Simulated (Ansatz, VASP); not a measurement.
One calculation of Mg3Sn2N2, two programs

Contents of INCAR:

```
  PREC = Accurate
  ENCUT = 520
  EDIFF = 1E-6
  ISMEAR = 0
  SIGMA = 0.2
  LREAL = F
  LASPH = T
  NELM = 60
  ALGO = Normal
  ISIF = 2
  LWAVE = F
  LCHARG = F
  GGA = PE
  NBANDS = 31
```

File KPOINTS:

```
Automatic mesh
0
Gamma
  6 6 2
```

Contents of POSCAR:

```
Mg3Sn2N2
1.0
    3.3212641102      0.0000000000      0.0000000000
   -1.6606320551      2.8762990921      0.0000000000
    0.0000000000      0.0000000000     12.6187433343
Mg Sn N
3 2 2
Direct
    0.0000000000      0.0000000000      0.0000000000
    0.6666666667      0.3333333333      0.1649853428
    0.3333333333      0.6666666667      0.8350146572
    0.3333333333      0.6666666667      0.3863216192
    0.6666666667      0.3333333333      0.6136783808
    0.3333333333      0.6666666667      0.1065673651
    0.6666666667      0.3333333333      0.8934326349
```

Input for Ansatz:

```yaml
crystal:
  lattice:
    - [3.3212641102, 0.0, 0.0]
    - [-1.6606320551, 2.8762990921, 0.0]
    - [0.0, 0.0, 12.6187433343]
  atoms:
    - { symbol: Mg, position: [0.0, 0.0, 0.0] }
    - { symbol: Mg, position: [0.6666666667, 0.3333333333, 0.1649853428] }
    - { symbol: Mg, position: [0.3333333333, 0.6666666667, 0.8350146572] }
    - { symbol: Sn, position: [0.3333333333, 0.6666666667, 0.3863216192] }
    - { symbol: Sn, position: [0.6666666667, 0.3333333333, 0.6136783808] }
    - { symbol: "N", position: [0.3333333333, 0.6666666667, 0.1065673651] }
    - { symbol: "N", position: [0.6666666667, 0.3333333333, 0.8934326349] }
basis:
  ecutwfc: 420
kpoints:
  mp_grid: { grid: [6, 6, 2] }
hamiltonian:
  xc: pbe
scf:
  occupations: { method: gaussian, width: 0.2 }
  lower_state_search: "off"
output:
  forces: true
  stress: true
  eigenvalues: true
```

Alike in both runs: task single point; functional PBE; k mesh 6 × 6 × 2; occupations gaussian, width 0.2 eV; no spin polarisation.

|  | VASP | Ansatz |
| --- | --- | --- |
| version | VASP 6.6.1 | Ansatz 0.2.0 |
| potentials or method | VASP PAW PBE potentials, release 64 (Mg, Sn_d, N), cutoff 520 eV | scalar-relativistic, plane waves, PAW |
| valence electrons in the cell | 44 | 68 |

|  | VASP | Ansatz | Ansatz less VASP |
| --- | --- | --- | --- |
| gap on the k mesh at the Fermi level (eV) | none | none | - |
| pressure (GPa) | -0.1 | 0.1 | +0.21 |
| traceless stress, the component that is largest in VASP (GPa) | 1.19 | 1.26 | +0.074 |
| rms of the force components (eV/Å) | 0.101 | 0.098 | -0.0030 |

Atom by atom the forces differ by 0.007 eV/Å (rms over components). A gap of «none» marks a metal or a gap that the smearing closes. With one functional, cell and mesh, what is left measures potentials, basis and numerics. VASP's potentials hold 44 valence electrons a cell and Ansatz's 68, so a difference there can come from the potentials and not from the codes.

The k mesh is coarse, so the values compare programs but aren't converged.
